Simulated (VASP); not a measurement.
# AlN (e600) (Fm-3m) in VASP: single point with PBEsol

Aim: the single point of AlN (e600) with PBEsol.

All numbers are computed with VASP 6.6.1; they aren't measurements. Logs are shortened: lines on timing, memory, paths and dates and some standing lists are left out, and cuts for length are marked.

### Step 1. The cell of the first run

It takes space group Fm-3m (No. 225, cubic). The conventional cell has a = 4.045 Å, b = 4.045 Å, c = 4.045 Å, α = 90.00°, β = 90.00°, γ = 90.00°. Within 2.7 Å of Al (site symmetry m-3m) lie 6 N at 2.02 Å. Within 2.7 Å of N (site symmetry m-3m) lie 6 Al at 2.02 Å.

### Step 2. Single point, PBEsol

INCAR

```
SYSTEM = AlN
PREC = Accurate
ENCUT = 600
EDIFF = 1E-6
ISMEAR = 0
SIGMA = 0.02
LREAL = .False.
LASPH = .True.
NELM = 120
ALGO = Normal
ISIF = 2
LWAVE = .False.
LCHARG = .False.
GGA = PS
NBANDS = 11
GGA_COMPAT = .False.
```

KPOINTS

```
regular mesh
0
Gamma
  10 10 10
  0 0 0
```

POSCAR

```
AlN
1.0
    0.0000000000      2.0222575085      2.0222575085
    2.0222575085      0.0000000000      2.0222575085
    2.0222575085      2.0222575085      0.0000000000
Al N
1 1
Direct
    0.5000000000      0.5000000000      0.5000000000
    0.0000000000      0.0000000000      0.0000000000
```

Potentials or basis: VASP PAW PBE potentials, release 64 (Al, N).

Run with:

```sh
> cat potpaw_PBE.64/Al/POTCAR potpaw_PBE.64/N/POTCAR > POTCAR
> mpirun -np 1 vasp_std > vasp.out
```

OUTCAR:

```text
SYSTEM = AlN
   PREC = Accurate
   ENCUT = 600
   EDIFF = 1E-6
   ISMEAR = 0
   LREAL = .False.
   LASPH = .True.
   NELM = 120
   ISIF = 2
   GGA = PS

 ion  position               nearest neighbor table
   1  0.500  0.500  0.500-   2 2.02   2 2.02   2 2.02   2 2.02   2 2.02   2 2.02
   2  0.000  0.000  0.000-   1 2.02   1 2.02   1 2.02   1 2.02   1 2.02   1 2.02

  LATTYP: Found a face centered cubic cell.
 ALAT       =     4.0445150170

  Lattice vectors:

 A1 = (   0.0000000000,   2.0222575085,   2.0222575085)
 A2 = (   2.0222575085,   0.0000000000,   2.0222575085)
 A3 = (   2.0222575085,   2.0222575085,   0.0000000000)

Analysis of symmetry for initial positions (statically):
=====================================================================
 Subroutine PRICEL returns:
 Original cell was already a primitive cell.

 Routine SETGRP: Setting up the symmetry group for a
 face centered cubic supercell.

 Subroutine GETGRP returns: Found 48 space group operations
 (whereof 48 operations were pure point group operations)
 out of a pool of 48 trial point group operations.

The static configuration has the point symmetry O_h .

Analysis of symmetry for dynamics (positions and initial velocities):
=====================================================================
 Subroutine PRICEL returns:
 Original cell was already a primitive cell.

 Routine SETGRP: Setting up the symmetry group for a
 face centered cubic supercell.

 Subroutine GETGRP returns: Found 48 space group operations
 (whereof 48 operations were pure point group operations)
 out of a pool of 48 trial point group operations.

The dynamic configuration has the point symmetry O_h .

 Subroutine INISYM returns: Found 48 space group operations
 (whereof 48 operations are pure point group operations),
 and found     1 'primitive' translations

----------------------------------------------------------------------------------------

                                     Primitive cell

  volume of cell :      16.5401

  direct lattice vectors                    reciprocal lattice vectors
     0.000000000  2.022257509  2.022257509    -0.247248433  0.247248433  0.247248433
     2.022257509  0.000000000  2.022257509     0.247248433 -0.247248433  0.247248433
     2.022257509  2.022257509  0.000000000     0.247248433  0.247248433 -0.247248433

  length of vectors
     2.859903995  2.859903995  2.859903995     0.428246848  0.428246848  0.428246848

  position of ions in fractional coordinates (direct lattice)
     0.500000000  0.500000000  0.500000000
     0.000000000  0.000000000  0.000000000

  ion indices of the primitive-cell ions
   primitive index   ion index
                 1           1
                 2           2

----------------------------------------------------------------------------------------

 KPOINTS: regular mesh

Automatic generation of k-mesh.
 Grid dimensions read from file:
 generate k-points for:   10   10   10

 Generating k-lattice:

  Cartesian coordinates                     Fractional coordinates (reciprocal lattice)
    -0.024724843  0.024724843  0.024724843     0.100000000  0.000000000  0.000000000
     0.024724843 -0.024724843  0.024724843     0.000000000  0.100000000  0.000000000
     0.024724843  0.024724843 -0.024724843     0.000000000  0.000000000  0.100000000

  Length of vectors
     0.042824685  0.042824685  0.042824685

  Shift w.r.t. Gamma in fractional coordinates (k-lattice)
     0.000000000  0.000000000  0.000000000

 Subroutine IBZKPT returns following result:
 ===========================================

 Found     47 irreducible k-points:

 Following reciprocal coordinates:
            Coordinates               Weight
  0.000000  0.000000  0.000000      1.000000
  0.100000  0.000000  0.000000      8.000000
  0.200000  0.000000  0.000000      8.000000
  0.300000  0.000000  0.000000      8.000000
  0.400000  0.000000  0.000000      8.000000
  0.500000  0.000000  0.000000      4.000000
[... 16 lines left out ...]
  0.300000  0.300000  0.000000      6.000000
  0.400000  0.300000  0.000000     24.000000
 [... further k-points ...]
   k-points           NKPTS =     47   k-points in BZ     NKDIM =     47   number of bands    NBANDS=     11
   number of dos      NEDOS =    301   number of ions     NIONS =      2
   total plane-waves  NPLWV =  13824
   dimension x,y,z NGX =    24 NGY =   24 NGZ =   24
   dimension x,y,z NGXF=    48 NGYF=   48 NGZF=   48
   ions per type =               1   1
   NGX,Y,Z   is equivalent  to a cutoff of  13.95, 13.95, 13.95 a.u.
   NGXF,Y,Z  is equivalent  to a cutoff of  27.90, 27.90, 27.90 a.u.
 SYSTEM =  AlN
   PREC   = accura    normal or accurate (medium, high low for compatibility)
   ISTART =      0    job   : 0-new  1-cont  2-samecut
   ICHARG =      2    charge: 1-file 2-atom 10-const
   ISPIN  =      1    spin polarized calculation?
   LNONCOLLINEAR =      F non collinear calculations
   LSORBIT =      F    spin-orbit coupling
   LASPH  =      T    aspherical Exc in radial PAW
   ENCUT  =  600.0 eV  44.10 Ry    6.64 a.u.   5.71  5.71  5.71*2*pi/ulx,y,z
   NELM   =    120;   NELMIN=  2; NELMDL= -5     # of ELM steps
   EDIFF  = 0.1E-05   stopping-criterion for ELM
   LREAL  =      F    real-space projection
   EDIFFG = 0.1E-04   stopping-criterion for IOM
   NSW    =      0    number of steps for IOM
   IBRION =     -1    ionic relax: 0-MD 1-quasi-New 2-CG
   NFREE  =      0    steps in history (QN), initial steepest desc. (CG)
   ISIF   =      2    stress and relaxation
   ISYM   =      2    0-nonsym 1-usesym 2-fastsym
   POTIM  = 0.5000    time-step for ionic-motion
   TEBEG  =    0.0;   TEEND  =   0.0 temperature during run
   PSTRESS=    0.0 pullay stress
   NELECT =       8.0000    total number of electrons
   NUPDOWN=      -1.0000    fix difference up-down
   EMIN   =  10.00;   EMAX   =-10.00  energy-range for DOS
   EFERMI =   0.00;   METHOD = LEGACY
   ISMEAR =     0;   SIGMA  =   0.02  broadening in eV -4-tet -1-fermi 0-gaus
   EFERMI_NEDOS =   21; number of points for ismear=-14 and -15
   IALGO  =     38    algorithm
   IMIX   =      4    mixing-type and parameters
     AMIX     =   0.40;   BMIX     =  1.00
     AMIX_MAG =   1.60;   BMIX_MAG =  1.00
  volume/ion in A,a.u.               =       8.27        55.81
  Fermi-wavevector in a.u.,A,eV,Ry     =   1.285065  2.428420 22.468547  1.651392
  Thomas-Fermi vector in A             =   2.417221
   LORBIT       =      0    0 simple, 1 ext, 2 COOP (PROOUT), +10 PAW based schemes
   GGA     = PS    functional components
   LHFCALC =     F    Hartree Fock is set to
   AEXX    =    0.0000 exact exchange contribution
   IVDW    =     0    specifies the selected vdW correction
   LEPSILON=     F    determine dielectric tensor
   LRPA    =     F    only Hartree local field effects (RPA)
 non-spin polarized calculation
 Gauss-broadening in eV      SIGMA  =   0.02
  energy-cutoff  :      600.00
  volume of cell :       16.54
 maximum number of plane-waves:       568
   NGX = 11   NGY = 11   NGZ = 11

 number of electron       7.9999999 magnetization

 Free energy of the ion-electron system (eV)
  ---------------------------------------------------
  ext. energy  EPLUGINS =         0.00000000
  ---------------------------------------------------
  free energy    TOTEN  =       -15.45072316 eV

  energy without entropy =      -15.45072316  energy(sigma->0) =      -15.45072316

 E-fermi :  10.0690     XC(G=0): -12.4482

 val. band max:        9.8748402115   @ k =   0.0000   0.0000   0.0000
 cond. band min:      14.4208998702   @ k =   0.5000   0.5000   0.0000
 fundamental gap:      4.5460596587
 Fermi energy:        10.0690220203

 k-point     1 :       0.0000    0.0000    0.0000
  band No.  band energies     occupation
      1      -7.6679      2.00000
      2       9.8748      2.00000
      3       9.8748      2.00000
      4       9.8748      2.00000
      5      15.5318      0.00000
      6      21.8977      0.00000
      7      21.8977      0.00000
      8      21.8977      0.00000
      9      26.9742      0.00000
     10      27.5558      0.00000
     11      27.5558      0.00000

 k-point     2 :       0.1000    0.0000    0.0000
  band No.  band energies     occupation
      1      -7.4615      2.00000
      2       8.8518      2.00000
      3       9.7508      2.00000
      4       9.7508      2.00000
      5      16.1537      0.00000
      6      20.9941      0.00000
      7      22.1990      0.00000
      8      22.1990      0.00000
      9      25.9805      0.00000
     10      25.9805      0.00000
     11      27.9878      0.00000

 k-point     3 :       0.2000    0.0000    0.0000
  band No.  band energies     occupation
      1      -6.8609      2.00000
      2       6.6986      2.00000
      3       9.4503      2.00000
      4       9.4503      2.00000
      5      16.7638      0.00000
      6      20.5300      0.00000
      7      22.3933      0.00000
      8      22.3933      0.00000
      9      25.3833      0.00000
     10      25.3833      0.00000
     11      27.3421      0.00000

 k-point     4 :       0.3000    0.0000    0.0000
  band No.  band energies     occupation
      1      -5.9385      2.00000
      2       4.3554      2.00000
      3       9.1178      2.00000
      4       9.1178      2.00000
      5      16.4610      0.00000
      6      21.5178      0.00000
      7      21.6731      0.00000
      8      21.6731      0.00000
      9      26.5056      0.00000
     10      26.8600      0.00000
     11      26.8600      0.00000
[... 239 lines left out ...]
 k-point    22 :      -0.2000    0.2000    0.0000
  band No.  band energies     occupation
      1      -5.6401      2.00000
      2       4.9031      2.00000
      3       6.8999      2.00000
      4       9.1819      2.00000
      5      18.4646      0.00000
      6      19.7619      0.00000
      7      20.6456      0.00000
      8      22.3242      0.00000
      9      24.7655      0.00000
     10      28.8567      0.00000
     11      30.2677      0.00000

 k-point    23 :       0.3000    0.3000    0.0000
  band No.  band energies     occupation
      1      -5.3953      2.00000
      2       5.0403      2.00000
      3       7.8336      2.00000
      4       7.8336      2.00000
      5      16.4166      0.00000
      6      16.6934      0.00000
      7      21.5542      0.00000
      8      25.4088      0.00000
      9      25.4088      0.00000
     10      30.3116      0.00000
     11      33.8427      0.00000

 k-point    24 :       0.4000    0.3000    0.0000
  band No.  band energies     occupation
      1      -4.6284      2.00000
      2       3.9948      2.00000
      3       7.0495      2.00000
      4       7.5746      2.00000
      5      15.9299      0.00000
      6      16.6770      0.00000
      7      22.0014      0.00000
      8      25.3798      0.00000
      9      26.1398      0.00000
     10      31.5926      0.00000
     11      34.5081      0.00000

 [... further k-points ...]

------------------------ aborting loop because EDIFF is reached ----------------------------------------

  FORCE on cell =-STRESS in cart. coord.  units (eV):
  Direction    XX          YY          ZZ          XY          YZ          ZX
  --------------------------------------------------------------------------------------
  -------------------------------------------------------------------------------------
  Total       -0.0115332     -0.0115332     -0.0115332     -0.0000000     -0.0000000      0.0000000
  in kB       -1.1171703     -1.1171703     -1.1171703     -0.0000000     -0.0000000      0.0000000
  external PRESSURE =      -1.1171703 kB  Pullay stress =       0.0000000 kB

 VOLUME and BASIS-vectors are now :
 -----------------------------------------------------------------------------
  energy-cutoff  :      600.00
  volume of cell :       16.54
      direct lattice vectors                 reciprocal lattice vectors
     0.000000000  2.022257509  2.022257509    -0.247248433  0.247248433  0.247248433
     2.022257509  0.000000000  2.022257509     0.247248433 -0.247248433  0.247248433
     2.022257509  2.022257509  0.000000000     0.247248433  0.247248433 -0.247248433

 POSITION                                       TOTAL-FORCE (eV/Angst)
 -----------------------------------------------------------------------------------
      2.02226      2.02226      2.02226        -0.000000      0.000000      0.000000
      0.00000      0.00000      0.00000         0.000000     -0.000000     -0.000000
 -----------------------------------------------------------------------------------
    total drift:                                0.000000     -0.000000     -0.000000

  FREE ENERGIE OF THE ION-ELECTRON SYSTEM (eV)
  ---------------------------------------------------
  free  energy   TOTEN  =       -15.4507231640 eV

  energy  without entropy=      -15.4507231640  energy(sigma->0) =      -15.45072316
```

It took 13 s on 1 thread of Intel Xeon 8259CL, shared host; peak memory 0.14 GiB.

What came out:

```
Free energy            : -15.4507 eV
Pressure               : -0.1 GPa
Band gap on the k mesh : 4.55 eV, indirect (least direct gap 5.66 eV)
```

Levels at points of the mesh, in eV from the valence-band top:
```tsv
k point	band 1	band 2	band 3	band 4	band 5	band 6	band 7	band 8
(0.00, 0.00, 0.00)	-17.54	0.00	0.00	0.00	5.66	12.02	12.02	12.02
(0.50, 0.00, 0.00)	-14.25	-8.36	-1.09	-1.09	6.04	10.90	10.90	13.24
(0.50, 0.50, 0.00)	-13.25	-7.44	-2.82	-2.82	4.55	5.14	13.96	17.15
```

Caveat: the PAW data sets were made with another functional, which shifts forces and pressure a little.
